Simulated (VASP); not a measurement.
The system is BaTiO3.

```
CELL_PARAMETERS angstrom
4.00730 0.00000 0.00000
0.00000 4.00730 0.00000
0.00000 0.00000 4.00730
ATOMIC_POSITIONS crystal
Ba 0.50000 0.50000 0.50000
Ti 0.00000 0.00000 0.00000
O 0.50000 0.00000 0.00000
O 0.00000 0.50000 0.00000
O 0.00000 0.00000 0.50000
```

```yaml
Program: VASP 6.6.1
Task: relaxation of cell and atoms
Functional: PBE
Potentials_or_basis: VASP PAW PBE potentials, release 64 (Ba_sv, Ti_sv, O)
Cutoff: 600 eV
k_mesh: 8 × 8 × 8
Occupations: gaussian, width 0.02 eV
Spin: no spin polarisation
Hubbard_terms: Ti d U = 4.0 eV
```

At the start: pressure 6.2 GPa; volume 12.87 Å³/atom.

Q: How do energy, volume and symmetry change on relaxing?

A: Over 3 steps the energy falls by 8.8 meV/atom and the volume is 13.34 Å³/atom (+3.7 %); space group Pm-3m (No. 221, to 0.05 Å).

Step by step:
```csv
step,energy change (eV),largest force (eV/Å),pressure (GPa),volume (Å³)
1,0.0000,0.0000,6.23,64.35
2,-0.0033,0.0000,-5.22,69.13
3,-0.0440,0.0000,-0.01,66.72
```

Final structure:
```cif
data_structure
_symmetry_space_group_name_H-M 'P 1'
_symmetry_Int_Tables_number 1
_cell_length_a 4.0558
_cell_length_b 4.0558
_cell_length_c 4.0558
_cell_angle_alpha 90.000
_cell_angle_beta 90.000
_cell_angle_gamma 90.000
_cell_volume 66.72
loop_
_atom_site_label
_atom_site_type_symbol
_atom_site_fract_x
_atom_site_fract_y
_atom_site_fract_z
_atom_site_occupancy
Ba1 Ba 0.50000 0.50000 0.50000 1
Ti1 Ti 0.00000 0.00000 0.00000 1
O1 O 0.50000 0.00000 0.00000 1
O2 O 0.00000 0.50000 0.00000 1
O3 O 0.00000 0.00000 0.50000 1
```
